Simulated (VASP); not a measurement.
Wanted: the native input for a VASP 6.6.1 run.

```yaml
Task: single point
Functional: PBEsol
Potentials_or_basis: VASP PAW PBE potentials, release 64 (Zn, Se)
Cutoff: 520 eV
k_mesh: 8 × 8 × 6
Occupations: gaussian, width 0.02 eV
Spin: no spin polarisation
Dipole_correction: no
Further_INCAR_settings: ALGO = Normal; EDIFF = 1e-06; NBANDS = 26
```

The structure of ZnSe lies in POSCAR:

```
ZnSe
1.0
    2.8729561429      2.8729561429      0.0000000000
   -2.8729561429      2.8729561429      0.0000000000
    0.0000000000      0.0000000000      5.4964801678
Zn Se
2 2
Direct
    0.0000000000      0.0000000000      0.0000000000
    0.5000000000      0.5000000000      0.5000000000
    0.5000000000      0.0000000000      0.2500000000
    0.0000000000      0.5000000000      0.7500000000
```

This cell differs from its parent crystal: biaxial strain in the a-b plane: +2.0 %, then relaxed in part.

These files were run (other wordings do the same):

INCAR

```
  PREC = Accurate
  ENCUT = 520
  EDIFF = 1E-6
  ISMEAR = 0
  SIGMA = 0.02
  LREAL = F
  LASPH = T
  NELM = 100
  ALGO = Normal
  ISIF = 2
  LWAVE = F
  LCHARG = F
  GGA = PS
  NBANDS = 26
```

KPOINTS

```
regular mesh
0
Gamma
  8 8 6
```

Potentials or basis: VASP PAW PBE potentials, release 64 (Zn, Se).

The run is started by

```console
$ cat potpaw_PBE.64/Zn/POTCAR potpaw_PBE.64/Se/POTCAR > POTCAR
$ mpirun -np 1 vasp_std > vasp.out
```

Results of the run:

```
Pressure               : -0.7 GPa
Band gap on the k mesh : 1.08 eV
```

Caveat: the cell differs from its parent crystal (biaxial strain in the a-b plane: +2.0 %, then relaxed in part); the PAW data sets were made with another functional, which shifts forces and pressure a little.

Wall time 2.4 min on 1 thread of AMD EPYC 7R43 64-Core Processor (Zen 3), on a shared host, peak memory 0.22 GiB.
